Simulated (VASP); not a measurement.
# CO2 (I-42d) in VASP: a series of runs

The runs below take CO2 through single point, with PBEsol.

Everything below comes from runs of VASP 6.6.1. Logs are shortened: lines on timing, memory, paths and dates and some standing lists are left out, and cuts for length are marked.

## (1) The cell of the first run

The structure is tetragonal, space group I-42d (No. 122). The conventional cell has a = 3.810 Å, b = 3.810 Å, c = 5.900 Å, α = 90.00°, β = 90.00°, γ = 90.00°. Within 1.8 Å of C (site symmetry -4) lie 4 O at 1.38 Å. Within 1.8 Å of O (site symmetry 2) lie 2 C at 1.38 Å.

## (2) Single point, PBEsol (volume scaled by 0.94, then relaxed in part)

File INCAR:

```
SYSTEM = CO2
PREC = Accurate ; ENCUT = 520
EDIFF = 1E-6 ; ISMEAR = 0
SIGMA = 0.02 ; LREAL = .False.
LASPH = .True. ; NELM = 80
ALGO = Normal ; ISIF = 2
LWAVE = .False. ; LCHARG = .False.
GGA = PS ; NBANDS = 25
```

File KPOINTS:

```
Automatic mesh
0
Gamma
  8 8 8
  0 0 0
```

File POSCAR:

```
CO2
1.0
   -1.9051937189      1.9051937189      2.9502099278
    1.9051937189     -1.9051937189      2.9502099278
    1.9051937189      1.9051937189     -2.9502099278
C O
2 4
Direct
    0.7500000000      0.2500000000      0.5000000000
    0.0000000000      0.0000000000      0.0000000000
    0.6970490157      0.1250000000      0.0720490157
    0.0529509843      0.6250000000      0.9279509843
    0.3750000000      0.3029509843      0.4279509843
    0.8750000000      0.9470490157      0.5720490157
```

Potentials or basis: VASP PAW PBE potentials, release 64 (C, O).

Started as:

```console
$ cat potpaw_PBE.64/C/POTCAR potpaw_PBE.64/O/POTCAR > POTCAR
$ mpirun -np 1 vasp_std > vasp.out
```

OUTCAR:

```text
SYSTEM = CO2
   PREC = Accurate
   ENCUT = 520
   EDIFF = 1E-6
   ISMEAR = 0
   LREAL = .False.
   LASPH = .True.
   NELM = 80
   ISIF = 2
   GGA = PS

 ion  position               nearest neighbor table
   1  0.750  0.250  0.500-   3 1.38   4 1.38   5 1.38   6 1.38
   2  0.000  0.000  0.000-   3 1.38   4 1.38   5 1.38   6 1.38
   3  0.697  0.125  0.072-   1 1.38   2 1.38
   4  0.053  0.625  0.928-   1 1.38   2 1.38
   5  0.375  0.303  0.428-   1 1.38   2 1.38
   6  0.875  0.947  0.572-   1 1.38   2 1.38

  LATTYP: Found a body centered tetragonal cell.
 ALAT       =     3.8103874378
 C/A-ratio  =     1.5485091613

  Lattice vectors:

 A1 = (  -1.9051937189,   1.9051937189,   2.9502099278)
 A2 = (   1.9051937189,  -1.9051937189,   2.9502099278)
 A3 = (   1.9051937189,   1.9051937189,  -2.9502099278)

Analysis of symmetry for initial positions (statically):
=====================================================================
 Subroutine PRICEL returns:
 Original cell was already a primitive cell.

 Routine SETGRP: Setting up the symmetry group for a
 body centered tetragonal supercell.

 Subroutine GETGRP returns: Found  8 space group operations
 (whereof  4 operations were pure point group operations)
 out of a pool of 16 trial point group operations.

The static configuration has the point symmetry S_4 .
 The point group associated with its full space group is D_2d.

Analysis of symmetry for dynamics (positions and initial velocities):
=====================================================================
 Subroutine PRICEL returns:
 Original cell was already a primitive cell.

 Routine SETGRP: Setting up the symmetry group for a
 body centered tetragonal supercell.

 Subroutine GETGRP returns: Found  8 space group operations
 (whereof  4 operations were pure point group operations)
 out of a pool of 16 trial point group operations.

The dynamic configuration has the point symmetry S_4 .
 The point group associated with its full space group is D_2d.

 Subroutine INISYM returns: Found  8 space group operations
 (whereof  4 operations are pure point group operations),
 and found     1 'primitive' translations

----------------------------------------------------------------------------------------

                                     Primitive cell

  volume of cell :      42.8343

  direct lattice vectors                    reciprocal lattice vectors
    -1.905193719  1.905193719  2.950209928     0.000000000  0.262440504  0.169479465
     1.905193719 -1.905193719  2.950209928     0.262440504  0.000000000  0.169479465
     1.905193719  1.905193719 -2.950209928     0.262440504  0.262440504  0.000000000

  length of vectors
     3.995405465  3.995405465  3.995405465     0.312407278  0.312407278  0.371146920

  position of ions in fractional coordinates (direct lattice)
     0.750000000  0.250000000  0.500000000
     0.000000000  0.000000000  0.000000000
     0.697049016  0.125000000  0.072049016
     0.052950984  0.625000000  0.927950984
     0.375000000  0.302950984  0.427950984
     0.875000000  0.947049016  0.572049016

  ion indices of the primitive-cell ions
   primitive index   ion index
                 1           1
                 2           2
                 3           3
                 4           4
                 5           5
                 6           6

----------------------------------------------------------------------------------------

 KPOINTS: Automatic mesh

Automatic generation of k-mesh.
 Grid dimensions read from file:
 generate k-points for:    8    8    8

 Generating k-lattice:

  Cartesian coordinates                     Fractional coordinates (reciprocal lattice)
     0.000000000  0.032805063  0.021184933     0.125000000  0.000000000  0.000000000
     0.032805063  0.000000000  0.021184933     0.000000000  0.125000000  0.000000000
     0.032805063  0.032805063  0.000000000     0.000000000  0.000000000  0.125000000

  Length of vectors
     0.039050910  0.039050910  0.046393365

  Shift w.r.t. Gamma in fractional coordinates (k-lattice)
     0.000000000  0.000000000  0.000000000

 Subroutine IBZKPT returns following result:
 ===========================================

 Found     59 irreducible k-points:

 Following reciprocal coordinates:
            Coordinates               Weight
  0.000000  0.000000  0.000000      1.000000
  0.125000  0.000000 -0.000000      8.000000
  0.250000  0.000000 -0.000000      8.000000
  0.375000 -0.000000  0.000000      8.000000
  0.500000  0.000000 -0.000000      4.000000
  0.125000  0.125000 -0.000000      8.000000
[... 16 lines left out ...]
  0.250000  0.125000  0.125000     16.000000
  0.375000  0.125000  0.125000      8.000000
 [... further k-points ...]
   k-points           NKPTS =     59   k-points in BZ     NKDIM =     59   number of bands    NBANDS=     25
   number of dos      NEDOS =    301   number of ions     NIONS =      6
   total plane-waves  NPLWV =  27000
   dimension x,y,z NGX =    30 NGY =   30 NGZ =   30
   dimension x,y,z NGXF=    60 NGYF=   60 NGZF=   60
   ions per type =               2   4
   NGX,Y,Z   is equivalent  to a cutoff of  12.48, 12.48, 12.48 a.u.
   NGXF,Y,Z  is equivalent  to a cutoff of  24.97, 24.97, 24.97 a.u.
 SYSTEM =  CO2
   PREC   = accura    normal or accurate (medium, high low for compatibility)
   ISTART =      0    job   : 0-new  1-cont  2-samecut
   ICHARG =      2    charge: 1-file 2-atom 10-const
   ISPIN  =      1    spin polarized calculation?
   LNONCOLLINEAR =      F non collinear calculations
   LSORBIT =      F    spin-orbit coupling
   LASPH  =      T    aspherical Exc in radial PAW
   ENCUT  =  520.0 eV  38.22 Ry    6.18 a.u.   7.43  7.43  7.43*2*pi/ulx,y,z
   NELM   =     80;   NELMIN=  2; NELMDL= -5     # of ELM steps
   EDIFF  = 0.1E-05   stopping-criterion for ELM
   LREAL  =      F    real-space projection
   EDIFFG = 0.1E-04   stopping-criterion for IOM
   NSW    =      0    number of steps for IOM
   IBRION =     -1    ionic relax: 0-MD 1-quasi-New 2-CG
   NFREE  =      0    steps in history (QN), initial steepest desc. (CG)
   ISIF   =      2    stress and relaxation
   ISYM   =      2    0-nonsym 1-usesym 2-fastsym
   POTIM  = 0.5000    time-step for ionic-motion
   TEBEG  =    0.0;   TEEND  =   0.0 temperature during run
   PSTRESS=    0.0 pullay stress
   NELECT =      32.0000    total number of electrons
   NUPDOWN=      -1.0000    fix difference up-down
   EMIN   =  10.00;   EMAX   =-10.00  energy-range for DOS
   EFERMI =   0.00;   METHOD = LEGACY
   ISMEAR =     0;   SIGMA  =   0.02  broadening in eV -4-tet -1-fermi 0-gaus
   EFERMI_NEDOS =   21; number of points for ismear=-14 and -15
   IALGO  =     38    algorithm
   IMIX   =      4    mixing-type and parameters
     AMIX     =   0.40;   BMIX     =  1.00
     AMIX_MAG =   1.60;   BMIX_MAG =  1.00
  volume/ion in A,a.u.               =       7.14        48.18
  Fermi-wavevector in a.u.,A,eV,Ry     =   1.485460  2.807113 30.022517  2.206593
  Thomas-Fermi vector in A             =   2.598869
   LORBIT       =      0    0 simple, 1 ext, 2 COOP (PROOUT), +10 PAW based schemes
   GGA     = PS    functional components
   LHFCALC =     F    Hartree Fock is set to
   AEXX    =    0.0000 exact exchange contribution
   IVDW    =     0    specifies the selected vdW correction
   LEPSILON=     F    determine dielectric tensor
   LRPA    =     F    only Hartree local field effects (RPA)
 non-spin polarized calculation
 Gauss-broadening in eV      SIGMA  =   0.02
  energy-cutoff  :      520.00
  volume of cell :       42.83
 maximum number of plane-waves:      1168
 NGX is ok and might be reduce to    30
   NGX = 15   NGY = 15   NGZ = 15

 number of electron      31.9999998 magnetization

 Free energy of the ion-electron system (eV)
  ---------------------------------------------------
  ext. energy  EPLUGINS =         0.00000000
  ---------------------------------------------------
  free energy    TOTEN  =       -46.00338971 eV

  energy without entropy =      -46.00338971  energy(sigma->0) =      -46.00338971

 E-fermi :   3.2629     XC(G=0): -11.9161

 val. band max:        3.1234627145   @ k =   0.5000   0.0000  -0.0000
 cond. band min:      10.7077044026   @ k =   0.0000   0.0000   0.0000
 fundamental gap:      7.5842416881
 Fermi energy:         3.2628588672

 k-point     1 :       0.0000    0.0000    0.0000
  band No.  band energies     occupation
      1     -21.5412      2.00000
      2     -16.0307      2.00000
      3     -16.0307      2.00000
      4     -15.3118      2.00000
      5     -11.5670      2.00000
      6      -6.9288      2.00000
[... 17 lines left out ...]
     24      18.4347      0.00000
     25      18.4347      0.00000

 k-point     2 :       0.1250    0.0000   -0.0000
  band No.  band energies     occupation
      1     -21.4290      2.00000
      2     -16.2841      2.00000
      3     -16.0656      2.00000
      4     -15.4636      2.00000
      5     -11.2389      2.00000
      6      -6.9144      2.00000
[... 17 lines left out ...]
     24      18.4491      0.00000
     25      18.5825      0.00000

 k-point     3 :       0.2500    0.0000   -0.0000
  band No.  band energies     occupation
      1     -21.1127      2.00000
      2     -17.0124      2.00000
      3     -16.1339      2.00000
      4     -15.6402      2.00000
      5     -10.5928      2.00000
      6      -6.8927      2.00000
[... 17 lines left out ...]
     24      18.2958      0.00000
     25      18.6781      0.00000

 k-point     4 :       0.3750   -0.0000    0.0000
  band No.  band energies     occupation
      1     -20.6822      2.00000
      2     -17.8210      2.00000
      3     -16.1818      2.00000
      4     -15.7629      2.00000
      5     -10.0867      2.00000
      6      -6.8268      2.00000
[... 17 lines left out ...]
     24      18.2945      0.00000
     25      18.4124      0.00000
[... 477 lines left out ...]
 k-point    22 :       0.1250    0.1250    0.1250
  band No.  band energies     occupation
      1     -20.8226      2.00000
      2     -17.4885      2.00000
      3     -16.2335      2.00000
      4     -15.7363      2.00000
      5     -10.1807      2.00000
      6      -7.4692      2.00000
[... 17 lines left out ...]
     24      18.0624      0.00000
     25      19.0661      0.00000

 k-point    23 :       0.2500    0.1250    0.1250
  band No.  band energies     occupation
      1     -20.3908      2.00000
      2     -18.1386      2.00000
      3     -16.3028      2.00000
      4     -15.8760      2.00000
      5      -9.6831      2.00000
      6      -7.4883      2.00000
[... 17 lines left out ...]
     24      17.9407      0.00000
     25      18.7769      0.00000

 k-point    24 :       0.3750    0.1250    0.1250
  band No.  band energies     occupation
      1     -20.1232      2.00000
      2     -18.4948      2.00000
      3     -16.3216      2.00000
      4     -15.9372      2.00000
      5      -9.4808      2.00000
      6      -7.4463      2.00000
[... 17 lines left out ...]
     24      17.7290      0.00000
     25      19.0504      0.00000

 [... further k-points ...]
[... 5 lines left out ...]
  --------------------------------------------------------------------------------------
  -------------------------------------------------------------------------------------
  Total        3.2014981      3.2014981      3.1486041      0.0000000     -0.0000000      0.0000000
  in kB      119.7492044    119.7492044    117.7707498      0.0000000     -0.0000000      0.0000000
  external PRESSURE =     119.0897196 kB  Pullay stress =       0.0000000 kB

 VOLUME and BASIS-vectors are now :
 -----------------------------------------------------------------------------
  energy-cutoff  :      520.00
  volume of cell :       42.83
      direct lattice vectors                 reciprocal lattice vectors
    -1.905193719  1.905193719  2.950209928     0.000000000  0.262440504  0.169479465
     1.905193719 -1.905193719  2.950209928     0.262440504  0.000000000  0.169479465
     1.905193719  1.905193719 -2.950209928     0.262440504  0.262440504  0.000000000

 POSITION                                       TOTAL-FORCE (eV/Angst)
 -----------------------------------------------------------------------------------
     -0.00000      1.90519      1.47510        -0.000000      0.000000     -0.000000
      0.00000      0.00000      0.00000         0.000000     -0.000000      0.000000
     -0.95260      1.22713      2.21266        -0.000000     -0.110300      0.000000
      2.85779      0.67806     -0.73755         0.000000      0.110300     -0.000000
      0.67806      0.95260      0.73755         0.110300      0.000000     -0.000000
      1.22713      0.95260      3.68776        -0.110300     -0.000000      0.000000
 -----------------------------------------------------------------------------------
    total drift:                               -0.000001     -0.000001     -0.000002

  FREE ENERGIE OF THE ION-ELECTRON SYSTEM (eV)
  ---------------------------------------------------
  free  energy   TOTEN  =       -46.0033897143 eV

  energy  without entropy=      -46.0033897143  energy(sigma->0) =      -46.00338971
```

Run time: 28 s. Hardware: 1 thread of Intel Xeon 6975P-C (Granite Rapids), shared host; peak memory 0.18 GiB.

What came out:

* Free energy: -46.0034 eV
* Pressure: 11.9 GPa
* Largest force: 0.110 eV/Å
* Band gap on the k mesh: 7.58 eV, indirect (least direct gap 7.95 eV)

Forces in eV/Å, atoms in the order of the input:
```
C    0.000  0.000  0.000
C    0.000  0.000  0.000
O    0.000 -0.110  0.000
O    0.000  0.110  0.000
O    0.110  0.000  0.000
O   -0.110  0.000  0.000
```

Caveat: the PAW data sets were made with another functional, which shifts forces and pressure a little. A k mesh can miss the band edges.

[end of part 1 of 2]
